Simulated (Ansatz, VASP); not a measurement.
CsBe3S3 in VASP and in Ansatz

The input INCAR:

```
  PREC = Accurate
  ENCUT = 600
  EDIFF = 1E-6
  ISMEAR = 0
  SIGMA = 0.1
  LREAL = F
  LASPH = T
  NELM = 60
  ALGO = Normal
  ISIF = 3
  LWAVE = F
  LCHARG = F
  GGA = PE
  IBRION = 2
  NSW = 100
  EDIFFG = -0.01
```

The input KPOINTS:

```
Automatic mesh
0
Gamma
  6 6 6
```

Contents of POSCAR:

```
CsBe3S3
1.0
    6.2157797375      0.0000000000      0.0000000000
    0.0000000000      6.2157797375      0.0000000000
    0.0000000000      0.0000000000      6.2157797375
Cs Be S
2 6 6
Direct
    0.5000000000      0.5000000000      0.5000000000
    0.0000000000      0.0000000000      0.0000000000
    0.5000000000      0.0000000000      0.7500000000
    0.7500000000      0.5000000000      0.0000000000
    0.0000000000      0.7500000000      0.5000000000
    0.5000000000      0.0000000000      0.2500000000
    0.2500000000      0.5000000000      0.0000000000
    0.0000000000      0.2500000000      0.5000000000
    0.0000000000      0.5000000000      0.7500000000
    0.7500000000      0.0000000000      0.5000000000
    0.5000000000      0.7500000000      0.0000000000
    0.0000000000      0.5000000000      0.2500000000
    0.2500000000      0.0000000000      0.5000000000
    0.5000000000      0.2500000000      0.0000000000
```

Input for Ansatz:

```yaml
crystal:
  lattice:
    - [6.2157797375, 0.0, 0.0]
    - [0.0, 6.2157797375, 0.0]
    - [0.0, 0.0, 6.2157797375]
  atoms:
    - { symbol: Cs, position: [0.5, 0.5, 0.5] }
    - { symbol: Cs, position: [0.0, 0.0, 0.0] }
    - { symbol: Be, position: [0.5, 0.0, 0.75] }
    - { symbol: Be, position: [0.75, 0.5, 0.0] }
    - { symbol: Be, position: [0.0, 0.75, 0.5] }
    - { symbol: Be, position: [0.5, 0.0, 0.25] }
    - { symbol: Be, position: [0.25, 0.5, 0.0] }
    - { symbol: Be, position: [0.0, 0.25, 0.5] }
    - { symbol: S, position: [0.0, 0.5, 0.75] }
    - { symbol: S, position: [0.75, 0.0, 0.5] }
    - { symbol: S, position: [0.5, 0.75, 0.0] }
    - { symbol: S, position: [0.0, 0.5, 0.25] }
    - { symbol: S, position: [0.25, 0.0, 0.5] }
    - { symbol: S, position: [0.5, 0.25, 0.0] }
basis:
  ecutwfc: 420
kpoints:
  mp_grid: { grid: [6, 6, 6] }
hamiltonian:
  xc: pbe
scf:
  occupations: { method: gaussian, width: 0.1 }
output:
  forces: true
  stress: true
  eigenvalues: true
relax:
  adjacent_minimum: "off"
  f_tol: 0.01
  max_steps: 80
  cell: { stress_tol: 0.05 }
```

Alike in both runs: task relaxation of cell and atoms; functional PBE; k mesh 6 × 6 × 6; occupations gaussian, width 0.1 eV; no spin polarisation.

|  | VASP | Ansatz |
| --- | --- | --- |
| version | VASP 6.6.1 | Ansatz 0.2.0 |
| potentials or method | VASP PAW PBE potentials, release 64 (Cs_sv, Be, S), cutoff 600 eV | scalar-relativistic, plane waves, PAW |
| valence electrons in the cell | 66 | 66 |

```tsv
	VASP	Ansatz	Ansatz less VASP
gap on the k mesh at the Fermi level, each at its own relaxed structure (eV)	none	none	-
relaxed volume (Å³/atom)	17.21	17.17	-0.042
relaxed length of the cell vector where the two differ most in proportion (Å)	6.223	6.218	-0.0051
```

A gap of «none» marks a metal or a gap that the smearing closes.

Spin-orbit coupling is off throughout.
